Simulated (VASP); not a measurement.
# Li (Im-3m) in VASP: density of states with LDA

Aim: the density of states of Li with LDA.

All numbers are computed with VASP 6.6.1; they aren't measurements. Logs are shortened: lines on timing, memory, paths and dates and some standing lists are left out, and cuts for length are marked.

### 1 The cell of the first run

Symmetry: Im-3m, No. 229, cubic system. Conventional cell: a = 3.363 Å, b = 3.363 Å, c = 3.363 Å, α = 90.00°, β = 90.00°, γ = 90.00°. Within 3.8 Å of Li (site symmetry m-3m) lie 14 Li at 2.91 to 3.36 Å.

### 2 Density of states, LDA

File POSCAR:

```
Li
1.0
   -1.6816362554      1.6816362554      1.6816362554
    1.6816362554     -1.6816362554      1.6816362554
    1.6816362554      1.6816362554     -1.6816362554
Li
1
Direct
    0.0000000000      0.0000000000      0.0000000000
```

File INCAR.step1:

```
  ALGO = Normal
  EDIFF = 1E-7
  ENCUT = 520
  GGA = CA
  ISIF = 2
  ISMEAR = -1
  LASPH = T
  LCHARG = T
  LREAL = F
  LWAVE = F
  NBANDS = 8
  NELM = 80
  PREC = Accurate
  SIGMA = 0.08
```

File KPOINTS.step1:

```
k-points
0
Gamma
  16 16 16
```

File INCAR.step2:

```
  ALGO = Normal
  EDIFF = 1E-7
  ENCUT = 520
  GGA = CA
  ICHARG = 11
  ISIF = 2
  ISMEAR = -5
  LASPH = T
  LCHARG = F
  LORBIT = 10
  LREAL = F
  LWAVE = F
  NEDOS = 1001
  NELM = 80
  PREC = Accurate
  SIGMA = 0.08
```

File KPOINTS.step2:

```
k-points
0
Gamma
  24 24 24
```

Potentials or basis: VASP PAW LDA potentials, release 64 (Li_sv).

Launch:

```bash
cat potpaw_LDA.64/Li_sv/POTCAR > POTCAR
cp INCAR.step1 INCAR
cp KPOINTS.step1 KPOINTS
mpirun -np 1 vasp_std > vasp.out
cp INCAR.step2 INCAR
cp KPOINTS.step2 KPOINTS
mpirun -np 1 vasp_std > vasp.out
```

OUTCAR:

```text
EDIFF = 1E-7
   ENCUT = 520
   GGA = CA
   ICHARG = 11
   ISIF = 2
   ISMEAR = -5
   LASPH = T
   LORBIT = 10
   LREAL = F
   NELM = 80
   PREC = Accurate

 ion  position               nearest neighbor table
   1  0.000  0.000  0.000-

  LATTYP: Found a body centered cubic cell.
 ALAT       =     3.3632725108

  Lattice vectors:

 A1 = (  -1.6816362554,   1.6816362554,   1.6816362554)
 A2 = (   1.6816362554,  -1.6816362554,   1.6816362554)
 A3 = (   1.6816362554,   1.6816362554,  -1.6816362554)

Analysis of symmetry for initial positions (statically):
=====================================================================
 Subroutine PRICEL returns:
 Original cell was already a primitive cell.

 Routine SETGRP: Setting up the symmetry group for a
 body centered cubic supercell.

 Subroutine GETGRP returns: Found 48 space group operations
 (whereof 48 operations were pure point group operations)
 out of a pool of 48 trial point group operations.

The static configuration has the point symmetry O_h .

Analysis of symmetry for dynamics (positions and initial velocities):
=====================================================================
 Subroutine PRICEL returns:
 Original cell was already a primitive cell.

 Routine SETGRP: Setting up the symmetry group for a
 body centered cubic supercell.

 Subroutine GETGRP returns: Found 48 space group operations
 (whereof 48 operations were pure point group operations)
 out of a pool of 48 trial point group operations.

The dynamic configuration has the point symmetry O_h .

 Subroutine INISYM returns: Found 48 space group operations
 (whereof 48 operations are pure point group operations),
 and found     1 'primitive' translations

----------------------------------------------------------------------------------------

                                     Primitive cell

  volume of cell :      19.0220

  direct lattice vectors                    reciprocal lattice vectors
    -1.681636255  1.681636255  1.681636255     0.000000000  0.297329460  0.297329460
     1.681636255 -1.681636255  1.681636255     0.297329460  0.000000000  0.297329460
     1.681636255  1.681636255 -1.681636255     0.297329460  0.297329460  0.000000000

  length of vectors
     2.912679434  2.912679434  2.912679434     0.420487355  0.420487355  0.420487355

  position of ions in fractional coordinates (direct lattice)
     0.000000000  0.000000000  0.000000000

  ion indices of the primitive-cell ions
   primitive index   ion index
                 1           1

----------------------------------------------------------------------------------------

 KPOINTS: k-points

Automatic generation of k-mesh.
 Grid dimensions read from file:
 generate k-points for:   24   24   24

 Generating k-lattice:

  Cartesian coordinates                     Fractional coordinates (reciprocal lattice)
     0.000000000  0.012388728  0.012388728     0.041666667  0.000000000  0.000000000
     0.012388728  0.000000000  0.012388728     0.000000000  0.041666667  0.000000000
     0.012388728  0.012388728  0.000000000     0.000000000  0.000000000  0.041666667

  Length of vectors
     0.017520306  0.017520306  0.017520306

  Shift w.r.t. Gamma in fractional coordinates (k-lattice)
     0.000000000  0.000000000  0.000000000

 TETIRR: Found  16469 inequivalent tetrahedra from    82944

 Subroutine IBZKPT returns following result:
 ===========================================

 Found    413 irreducible k-points:

 Following reciprocal coordinates:
            Coordinates               Weight
  0.000000  0.000000  0.000000      1.000000
  0.041667  0.000000  0.000000     12.000000
  0.083333  0.000000  0.000000     12.000000
  0.125000  0.000000  0.000000     12.000000
  0.166667  0.000000  0.000000     12.000000
  0.208333  0.000000  0.000000     12.000000
[... 16 lines left out ...]
  0.416667  0.041667 -0.000000     48.000000
  0.458333  0.041667  0.000000     48.000000
 [... further k-points ...]
   k-points           NKPTS =    413   k-points in BZ     NKDIM =    413   number of bands    NBANDS=      5
   number of dos      NEDOS =   1001   number of ions     NIONS =      1
   total plane-waves  NPLWV =  13824
   dimension x,y,z NGX =    24 NGY =   24 NGZ =   24
   dimension x,y,z NGXF=    48 NGYF=   48 NGZF=   48
   ions per type =               1
   NGX,Y,Z   is equivalent  to a cutoff of  13.70, 13.70, 13.70 a.u.
   NGXF,Y,Z  is equivalent  to a cutoff of  27.40, 27.40, 27.40 a.u.
 SYSTEM =  unknown system
   PREC   = accura    normal or accurate (medium, high low for compatibility)
   ISTART =      0    job   : 0-new  1-cont  2-samecut
   ICHARG =     11    charge: 1-file 2-atom 10-const
   ISPIN  =      1    spin polarized calculation?
   LNONCOLLINEAR =      F non collinear calculations
   LSORBIT =      F    spin-orbit coupling
   LASPH  =      T    aspherical Exc in radial PAW
   ENCUT  =  520.0 eV  38.22 Ry    6.18 a.u.   5.42  5.42  5.42*2*pi/ulx,y,z
   NELM   =     80;   NELMIN=  2; NELMDL=  0     # of ELM steps
   EDIFF  = 0.1E-06   stopping-criterion for ELM
   LREAL  =      F    real-space projection
   EDIFFG = 0.1E-05   stopping-criterion for IOM
   NSW    =      0    number of steps for IOM
   IBRION =     -1    ionic relax: 0-MD 1-quasi-New 2-CG
   NFREE  =      0    steps in history (QN), initial steepest desc. (CG)
   ISIF   =      2    stress and relaxation
   ISYM   =      2    0-nonsym 1-usesym 2-fastsym
   POTIM  = 0.5000    time-step for ionic-motion
   TEBEG  =    0.0;   TEEND  =   0.0 temperature during run
   PSTRESS=    0.0 pullay stress
   NELECT =       3.0000    total number of electrons
   NUPDOWN=      -1.0000    fix difference up-down
   EMIN   =  10.00;   EMAX   =-10.00  energy-range for DOS
   EFERMI =   0.00;   METHOD = LEGACY
   ISMEAR =    -5;   SIGMA  =   0.08  broadening in eV -4-tet -1-fermi 0-gaus
   EFERMI_NEDOS =   21; number of points for ismear=-14 and -15
   IALGO  =     38    algorithm
   IMIX   =      4    mixing-type and parameters
     AMIX     =   0.40;   BMIX     =  1.00
     AMIX_MAG =   1.60;   BMIX_MAG =  1.00
  volume/ion in A,a.u.               =      19.02       128.37
  Fermi-wavevector in a.u.,A,eV,Ry     =   0.884497  1.671458 10.644321  0.782336
  Thomas-Fermi vector in A             =   2.005405
   LORBIT       =     10    0 simple, 1 ext, 2 COOP (PROOUT), +10 PAW based schemes
   GGA     = CA    functional components
   LHFCALC =     F    Hartree Fock is set to
   AEXX    =    0.0000 exact exchange contribution
   IVDW    =     0    specifies the selected vdW correction
   LEPSILON=     F    determine dielectric tensor
   LRPA    =     F    only Hartree local field effects (RPA)
 non-spin polarized calculation
 Fermi weights with tetrahedron method with Bloechl corrections
  energy-cutoff  :      520.00
  volume of cell :       19.02
 maximum number of plane-waves:       535
 NGX is ok and might be reduce to    24

 number of electron       3.0000006 magnetization

 Free energy of the ion-electron system (eV)
  ---------------------------------------------------
  ext. energy  EPLUGINS =         0.00000000
  ---------------------------------------------------
  free energy    TOTEN  =        -2.04447194 eV

  energy without entropy =       -2.04447194  energy(sigma->0) =       -2.04447194

 E-fermi :   0.8140     XC(G=0):  -7.3063

 val. band max:        0.7929917703   @ k =   0.3750   0.0833   0.0417
 cond. band min:       0.8051372873   @ k =   0.4583   0.0000   0.0000
 fundamental gap:      0.0121455170
 Fermi energy:         0.8139660126

 k-point     1 :       0.0000    0.0000    0.0000
  band No.  band energies     occupation
      1     -44.7423      2.00000
      2      -2.7877      2.00000
      3      15.7934      0.00000
      4      15.7934      0.00000
      5      15.7934      0.00000

 k-point     2 :       0.0417    0.0000    0.0000
  band No.  band energies     occupation
      1     -44.7418      2.00000
      2      -2.7547      2.00000
      3      15.5767      0.00000
      4      15.6145      0.00000
      5      15.7362      0.00000

 k-point     3 :       0.0833    0.0000    0.0000
  band No.  band energies     occupation
      1     -44.7404      2.00000
      2      -2.6558      2.00000
      3      14.9101      0.00000
      4      15.1655      0.00000
      5      15.5676      0.00000

 k-point     4 :       0.1250    0.0000    0.0000
  band No.  band energies     occupation
      1     -44.7381      2.00000
      2      -2.4909      2.00000
      3      13.8438      0.00000
      4      14.5947      0.00000
      5      15.3013      0.00000

 k-point     5 :       0.1667    0.0000    0.0000
  band No.  band energies     occupation
      1     -44.7353      2.00000
      2      -2.2601      2.00000
      3      12.5489      0.00000
      4      14.0005      0.00000
      5      14.9647      0.00000

 k-point     6 :       0.2083    0.0000    0.0000
  band No.  band energies     occupation
      1     -44.7319      2.00000
      2      -1.9629      2.00000
      3      11.1814      0.00000
      4      13.4339      0.00000
      5      14.5938      0.00000
[... 113 lines left out ...]
 k-point    21 :       0.3333    0.0417    0.0000
  band No.  band energies     occupation
      1     -44.7197      2.00000
      2      -0.4114      2.00000
      3       6.7659      0.00000
      4      11.8066      0.00000
      5      13.0854      0.00000

 k-point    22 :       0.3750    0.0417    0.0000
  band No.  band energies     occupation
      1     -44.7171      2.00000
      2       0.1223      2.00359
      3       5.7368      0.00000
      4      11.5594      0.00000
      5      12.8607      0.00000

 k-point    23 :       0.4167    0.0417   -0.0000
  band No.  band energies     occupation
      1     -44.7153      2.00000
      2       0.6300      1.97824
      3       4.8963      0.00000
      4      11.3934      0.00000
      5      12.7083      0.00000

 k-point    24 :       0.4583    0.0417    0.0000
  band No.  band energies     occupation
      1     -44.7144      2.00000
      2       0.9807      0.01761
      3       4.3786      0.00000
      4      11.3102      0.00000
      5      12.6314      0.00000

 [... further k-points ...]

------------------------ aborting loop because EDIFF is reached ----------------------------------------

  FORCE on cell =-STRESS in cart. coord.  units (eV):
  Direction    XX          YY          ZZ          XY          YZ          ZX
  --------------------------------------------------------------------------------------
  -------------------------------------------------------------------------------------
  Total       -0.0141564     -0.0141564     -0.0141564      0.0000000      0.0000000     -0.0000000
  in kB       -1.1923578     -1.1923578     -1.1923578      0.0000000      0.0000000     -0.0000000
  external PRESSURE =      -1.1923578 kB  Pullay stress =       0.0000000 kB

 VOLUME and BASIS-vectors are now :
 -----------------------------------------------------------------------------
  energy-cutoff  :      520.00
  volume of cell :       19.02
      direct lattice vectors                 reciprocal lattice vectors
    -1.681636255  1.681636255  1.681636255     0.000000000  0.297329460  0.297329460
     1.681636255 -1.681636255  1.681636255     0.297329460  0.000000000  0.297329460
     1.681636255  1.681636255 -1.681636255     0.297329460  0.297329460  0.000000000

 POSITION                                       TOTAL-FORCE (eV/Angst)
 -----------------------------------------------------------------------------------
      0.00000      0.00000      0.00000        -0.000000      0.000000      0.000000
 -----------------------------------------------------------------------------------
    total drift:                               -0.000000      0.000000     -0.000000

  FREE ENERGIE OF THE ION-ELECTRON SYSTEM (eV)
  ---------------------------------------------------
  free  energy   TOTEN  =        -2.0444719423 eV

  energy  without entropy=       -2.0444719423  energy(sigma->0) =       -2.04447194

 total charge

# of ion       s       p       d       tot
------------------------------------------
    1        2.034   0.053   0.000   2.088
```

Run time: 20 s. Hardware: 1 thread of Intel Xeon Platinum 8488C (Sapphire Rapids), shared host; peak memory 0.15 GiB.

What came out:

```
Valence electrons inside the program's atomic spheres : Li 2.09
```

Caveat: the cutoff is under 1.25 times the usual one of these potentials, so pressure, stress and relaxed cells hold a basis-set (Pulay) error; tetrahedron occupations give inexact forces and stress in metals.
